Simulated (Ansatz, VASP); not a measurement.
**Two plane-wave programs on PbSe**

```
Pb Se
1.0
     3.78432    0.00000    0.00000
     0.00000    3.78432    0.00000
     0.00000    0.00000    3.78432
Pb Se
1 1
Direct
  0.00000 0.00000 0.00000
  0.50000 0.50000 0.50000
```

Alike in both runs: task relaxation of cell and atoms; functional PBE; k mesh 7 × 7 × 7; occupations fermi-dirac, width 0.05 eV; no spin polarisation.

```csv
,VASP,Ansatz
version,VASP 6.6.1,Ansatz 0.2.0
potentials or method,"VASP PAW PBE potentials, release 64 (Pb_d, Se)",Ansatz PAW
plane-wave cutoff (eV),600,420
valence electrons in the cell,20,30
```

Ansatz gave:

```
gap on the k mesh at the Fermi level, each at its own relaxed structure (eV) : none
relaxed volume (Å³/atom)                                                     : 27.00
relaxed cell length with the largest relative difference (Å)                 : 3.780
```

Task: Estimate VASP's values.

Result: gap on the k mesh at the Fermi level, each at its own relaxed structure (eV): none; relaxed volume (Å³/atom): 27.01; relaxed cell length with the largest relative difference (Å): 3.780.

A gap of «none» marks a metal or a gap that the smearing closes. VASP's potentials hold 20 valence electrons a cell and Ansatz's 30, so a difference there can come from the potentials and not from the codes.

Neither program's run includes spin-orbit coupling. Noted on Ansatz's run: the plane-wave basis is chosen anew once the cell has moved, so the energies of steps on either side of that aren't comparable.
